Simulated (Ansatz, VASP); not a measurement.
**BiTe: VASP beside Ansatz**

File INCAR:

```
PREC     = Accurate       # precision mode
ENCUT    = 520            # plane-wave cutoff, eV
EDIFF    = 1E-6           # SCF threshold, eV
ISMEAR   = 0              # smearing method
SIGMA    = 0.15           # smearing width, eV
LREAL    = False          # projectors in reciprocal space
LASPH    = True           # aspherical terms in the spheres
NELM     = 80             # most SCF steps
ALGO     = Normal         # electronic algorithm
ISIF     = 2              # what is computed and relaxed
LWAVE    = False          # write WAVECAR
LCHARG   = False          # write CHGCAR
GGA      = PS             # functional
NBANDS   = 18             # bands
```

File KPOINTS:

```
regular mesh
0
Gamma
  12 12 12
```

File POSCAR:

```
BiTe
1.0
    2.2568431751      1.3987509848      3.1961565659
   -2.5885723705      1.3987509848      3.4384273431
   -0.1658645977     -2.7975019696      3.3172919545
Bi Te
1 1
Direct
    0.5000000000      0.5000000000      0.5000000000
    0.0000000000      0.0000000000      0.0000000000
```

Input for Ansatz:

```yaml
crystal:
  lattice:
    - [2.2568431751, 1.3987509848, 3.1961565659]
    - [-2.5885723705, 1.3987509848, 3.4384273431]
    - [-0.1658645977, -2.7975019696, 3.3172919545]
  atoms:
    - { symbol: Bi, position: [0.5, 0.5, 0.5] }
    - { symbol: Te, position: [0.0, 0.0, 0.0] }
basis:
  ecutwfc: 420
kpoints:
  mp_grid: { grid: [12, 12, 12] }
hamiltonian:
  xc: pbesol
scf:
  occupations: { method: gaussian, width: 0.15 }
output:
  forces: true
  stress: true
  eigenvalues: true
  write_density: true
  write_potential: true
  elf: true
  volumetric_format: npy
```

Change from the starting cell: strain -0.1000 x Voigt [0, 0, 0, 0, 1, 0], atoms carried along.

Alike in both runs: task single point; functional PBEsol; k mesh 12 × 12 × 12; occupations gaussian, width 0.15 eV; no spin polarisation.

|  | VASP | Ansatz |
| --- | --- | --- |
| version | VASP 6.6.1 | Ansatz 0.2.0 |
| potentials or method | VASP PAW PBE potentials, release 64 (Bi_d, Te), cutoff 520 eV | scalar-relativistic, plane waves, PAW |
| valence electrons in the cell | 21 | 31 |

|  | VASP | Ansatz | Ansatz less VASP |
| --- | --- | --- | --- |
| gap on the k mesh at the Fermi level (eV) | none | none | - |
| pressure (GPa) | -2.0 | -2.0 | +0.03 |
| traceless stress, the component that is largest in VASP (GPa) | 2.50 | 2.50 | -0.005 |

VASP's potentials were made for PBE, not for PBEsol. A gap of «none» marks a metal or a gap that the smearing closes. VASP's potentials hold 21 valence electrons a cell and Ansatz's 31, so a difference there can come from the potentials and not from the codes.

Spin-orbit coupling is off throughout.
